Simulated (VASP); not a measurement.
Wanted: the native input for a VASP 6.6.1 run.

- Task: single point
- Functional: PBE
- Potentials or basis: VASP PAW PBE potentials, release 64 (Ge_d, Mo_sv, W_sv)
- Cutoff: 520 eV
- k mesh: 12 × 12 × 6
- Occupations: gaussian, width 0.1 eV
- Spin: no spin polarisation
- Dipole correction: no
- Further INCAR settings: ALGO = Normal; EDIFF = 1e-07; NBANDS = 51

The structure of Ge4MoW lies in POSCAR:

```
Ge4MoW
1.0
    3.4441889172      0.0000000000      0.0000000000
    0.0000000000      3.4441889172      0.0000000000
    0.0000000000      0.0000000000      8.5724829713
Ge Mo W
4 1 1
Direct
    0.0000000000      0.0000000000      0.6601453892
    0.5000000000      0.5000000000      0.1593629010
    0.0000000000      0.0000000000      0.3398546108
    0.5000000000      0.5000000000      0.8406370990
    0.0000000000      0.0000000000      0.0000000000
    0.5000000000      0.5000000000      0.5000000000
```

This cell differs from its parent crystal: volume scaled by 1.10, then relaxed in part.

These files were run (other wordings do the same):

INCAR

```
SYSTEM = Ge4MoW
ALGO = Normal ; EDIFF = 1E-7
ENCUT = 520 ; GGA = PE
ISIF = 2 ; ISMEAR = 0
LASPH = .TRUE. ; LCHARG = .FALSE.
LREAL = .FALSE. ; LWAVE = .FALSE.
NBANDS = 51 ; NELM = 100
PREC = Accurate ; SIGMA = 0.1
```

KPOINTS

```
k-points
0
G
  12 12 6
  0 0 0
```

Potentials or basis: VASP PAW PBE potentials, release 64 (Ge_d, Mo_sv, W_sv).

Run with:

```console
$ cat potpaw_PBE.64/Ge_d/POTCAR potpaw_PBE.64/Mo_sv/POTCAR potpaw_PBE.64/W_sv/POTCAR > POTCAR
$ mpirun -np 1 vasp_std > vasp.out
```

Results of the run:

```yaml
Pressure: -12.4 GPa
Largest_force: 0.006 eV/Å
Band_gap_on_the_k_mesh: zero (band 42 reaches 9.17 eV, above the bottom of band 43 at 8.28 eV)
```

Caveat: spin-orbit coupling is left out, which moves the levels of the heavy elements.

It took 5.8 min on 1 thread of Intel(R) Xeon(R) Platinum 8559C (Emerald Rapids), with other jobs on the host, peak memory 0.58 GiB.
